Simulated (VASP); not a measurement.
Input of a VASP 6.6.1 run:

The input INCAR:

```
  ALGO = Normal
  EDIFF = 1E-6
  ENCUT = 520
  GGA = PE
  ISIF = 2
  ISMEAR = -1
  LASPH = True
  LCHARG = False
  LREAL = False
  LWAVE = False
  NBANDS = 63
  NELM = 80
  PREC = Accurate
  SIGMA = 0.02
```

Contents of KPOINTS:

```
k-points
0
Gamma
  8 4 6
```

File POSCAR:

```
ZrSn3O8
1.0
    3.5160841204      0.0000000000      0.0000000000
    0.0000000000      7.2359358107      0.0000000000
    0.0000000000      0.0000000000      5.3949402792
Zr Sn O
1 3 8
Direct
    0.5000000000      0.0000000000      0.5032473224
    0.0000000000      0.7511811372      0.0059805870
    0.5000000000      0.5000000000      0.4890558508
    0.0000000000      0.2488188628      0.0059805870
    0.5000000000      0.7475027508      0.3193830618
    0.0000000000      0.0000000000      0.1855729066
    0.0000000000      0.0000000000      0.6833097450
    0.5000000000      0.7570818901      0.8206092659
    0.5000000000      0.2524972492      0.3193830618
    0.0000000000      0.5000000000      0.1729769125
    0.0000000000      0.5000000000      0.6738914330
    0.5000000000      0.2429181099      0.8206092659
```

Potentials or basis: VASP PAW PBE potentials, release 64 (Zr_sv, Sn_d, O).

Command:

```sh
$ cat potpaw_PBE.64/Zr_sv/POTCAR potpaw_PBE.64/Sn_d/POTCAR potpaw_PBE.64/O/POTCAR > POTCAR
$ mpirun -np 1 vasp_std > vasp.out
```

Estimate the pressure.

7.6 GPa.

Estimate the largest force.

0.356 eV/Å.

Forces in eV/Å, atoms in the order of the input:
```
Zr   0.000  0.000 -0.030
Sn   0.000 -0.020  0.005
Sn   0.000  0.000  0.018
Sn   0.000  0.020  0.005
O    0.000  0.270 -0.088
O    0.000  0.000  0.318
O    0.000  0.000  0.015
O    0.000  0.040 -0.354
O    0.000 -0.270 -0.088
O    0.000  0.000  0.234
O    0.000  0.000  0.319
O    0.000 -0.040 -0.354
```

Caveat: the cell stands under pressure.
